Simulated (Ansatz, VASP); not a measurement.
## One calculation of Ag2O, two programs

POSCAR

```
Ag2O
1.0
    4.7573459200      0.0000000000      0.0000000000
    0.0000000000      4.7573459200      0.0000000000
    0.0000000000      0.0000000000      4.7573459200
Ag O
4 2
Direct
    0.2500000000      0.2500000000      0.2500000000
    0.2500000000      0.7500000000      0.7500000000
    0.7500000000      0.7500000000      0.2500000000
    0.7500000000      0.2500000000      0.7500000000
    0.0000000000      0.0000000000      0.0000000000
    0.5000000000      0.5000000000      0.5000000000
```

INCAR.step1

```
PREC = Accurate ; ENCUT = 660
ISMEAR = -1 ; SIGMA = 0.1
LREAL = False ; LASPH = True
NELM = 120 ; NBANDS = 37
GGA = PE ; ALGO = Normal
EDIFF = 1E-5 ; LWAVE = True
LCHARG = False ; GGA_COMPAT = False
```

File INCAR.step2:

```
PREC = Accurate ; ENCUT = 660
EDIFF = 1E-6 ; ISMEAR = -1
SIGMA = 0.1 ; LREAL = False
LASPH = True ; NELM = 120
ALGO = Normal ; ISIF = 2
LWAVE = False ; LCHARG = False
METAGGA = R2SCAN ; LMIXTAU = True
NBANDS = 37 ; ISTART = 1
GGA_COMPAT = False
```

KPOINTS

```
Automatic mesh
0
Gamma
  7 7 7
```

Input for Ansatz:

```yaml
crystal:
  lattice:
    - [4.75734592, 0.0, 0.0]
    - [0.0, 4.75734592, 0.0]
    - [0.0, 0.0, 4.75734592]
  atoms:
    - { symbol: Ag, position: [0.25, 0.25, 0.25] }
    - { symbol: Ag, position: [0.25, 0.75, 0.75] }
    - { symbol: Ag, position: [0.75, 0.75, 0.25] }
    - { symbol: Ag, position: [0.75, 0.25, 0.75] }
    - { symbol: O, position: [0.0, 0.0, 0.0] }
    - { symbol: O, position: [0.5, 0.5, 0.5] }
  symmetry: { tolerance: 0.0003 }
hamiltonian:
  xc: r2scan
  pseudopotentials: { kind: paw, azcp: { folder: soft_1 } }
basis:
  ecutwfc: 500
magnetization:
  spin_polarized: false
scf:
  occupations: { method: fermi_dirac, width: 0.1 }
kpoints:
  mp_grid: { grid: [7, 7, 7], shift: [0, 0, 0] }
  band_path:
    path:
      - [0.0, 0.0, 0.0]
      - [0.0, 0.5, 0.0]
      - [0.5, 0.5, 0.0]
      - [0.0, 0.0, 0.0]
      - [0.5, 0.5, 0.5]
      - [0.0, 0.5, 0.0]
      - [0.5, 0.5, 0.5]
      - [0.5, 0.5, 0.0]
    npoints: 15
output:
  forces: true
  stress: true
  eigenvalues: true
  bader: true
  populations: true
  elf: true
  write_potential: true
  write_density: true
  volumetric_format: npy
  dos:
    e_range: [-12, 8]
    de: 0.05
    projected: { site_lists: { Ag: [Ag], O: [O] } }
```

Alike in both runs: task single point; functional r2SCAN; k mesh 7 × 7 × 7; occupations fermi-dirac, width 0.1 eV; no spin polarisation.

|  | VASP | Ansatz |
| --- | --- | --- |
| version | VASP 6.6.1 | Ansatz 0.2.0 |
| potentials or method | VASP PAW PBE potentials, release 64 (Ag, O), cutoff 660 eV | PAW plane waves |
| valence electrons in the cell | 56 | 88 |

|  | VASP | Ansatz | Ansatz less VASP |
| --- | --- | --- | --- |
| pressure (GPa) | -0.2 | 0.0 | +0.22 |

VASP's potentials were made for PBE, not for r2SCAN. VASP's potentials hold 56 valence electrons a cell and Ansatz's 88, so a difference there can come from the potentials and not from the codes.
